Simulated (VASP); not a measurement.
Wanted: the native input for a VASP 6.6.1 run.

| Property | Result |
| --- | --- |
| Task | relaxation of cell and atoms |
| Functional | PBE |
| Potentials or basis | VASP PAW PBE potentials, release 64 (Si, N) |
| Cutoff | 600 eV |
| k mesh | 6 × 6 × 6 |
| Occupations | gaussian, width 0.1 eV |
| Spin | no spin polarisation |
| Dipole correction | no |
| Further INCAR settings | ALGO = Normal; EDIFF = 1e-07; IBRION = 2; EDIFFG = -0.04; NSW = 90; ISIF = 3 |

The structure of Si3N4 lies in POSCAR:

```
Si3N4
1.0
   -2.5503329400      2.5503329400      4.1769722800
    2.5503329400     -2.5503329400      4.1769722800
    2.5503329400      2.5503329400     -4.1769722800
Si N
6 8
Direct
    0.0000000000      0.0000000000      0.0000000000
    0.7500000000      0.2500000000      0.5000000000
    0.8750000000      0.6250000000      0.2500000000
    0.3750000000      0.6250000000      0.2500000000
    0.3750000000      0.6250000000      0.7500000000
    0.3750000000      0.1250000000      0.7500000000
    0.6061000200      0.3839000000      0.2222000200
    0.1339000000      0.4116999800      0.2777999800
    0.1616999800      0.3839000000      0.7777999800
    0.1339000000      0.8561000200      0.7222000200
    0.1438999800      0.8661000000      0.2777999800
    0.6161000000      0.3938999800      0.7777999800
    0.5883000200      0.8661000000      0.7222000200
    0.6161000000      0.8383000200      0.2222000200
```

One way to write it, as run:

INCAR

```
SYSTEM = Si3N4
  ALGO = Normal
  EDIFF = 1E-7
  EDIFFG = -0.04
  ENCUT = 600
  GGA = PE
  IBRION = 2
  ISIF = 3
  ISMEAR = 0
  LASPH = .True.
  LCHARG = .False.
  LREAL = .False.
  LWAVE = .False.
  NELM = 60
  NSW = 90
  PREC = Accurate
  SIGMA = 0.1
```

KPOINTS

```
k-points
0
Gamma
  6 6 6
  0 0 0
```

Potentials or basis: VASP PAW PBE potentials, release 64 (Si, N).

Run with:

```sh
$ cat potpaw_PBE.64/Si/POTCAR potpaw_PBE.64/N/POTCAR > POTCAR
$ mpirun -np 1 vasp_std > vasp.out
```

It gave:

```yaml
Relaxed_volume: 8.43 Å³/atom
Relaxed_cell: a = 5.508 Å, b = 5.508 Å, c = 5.508 Å, α = 120.03°, β = 120.03°, γ = 89.95°
Space_group_after_relaxing_to_0.05_Å: Fd-3m (No. 227)
Energy_gained_by_relaxing: 356.1 meV/atom
Ionic_steps: 13
Pressure_after_relaxing: -0.1 GPa
Largest_force_after_relaxing: 0.009 eV/Å
Band_gap_on_the_k_mesh: 3.33 eV, indirect (least direct gap 3.37 eV)
```

Run time: 32 min on 1 thread of Intel(R) Xeon(R) Platinum 8488C (Sapphire Rapids), with other jobs on the host, peak memory 0.39 GiB.
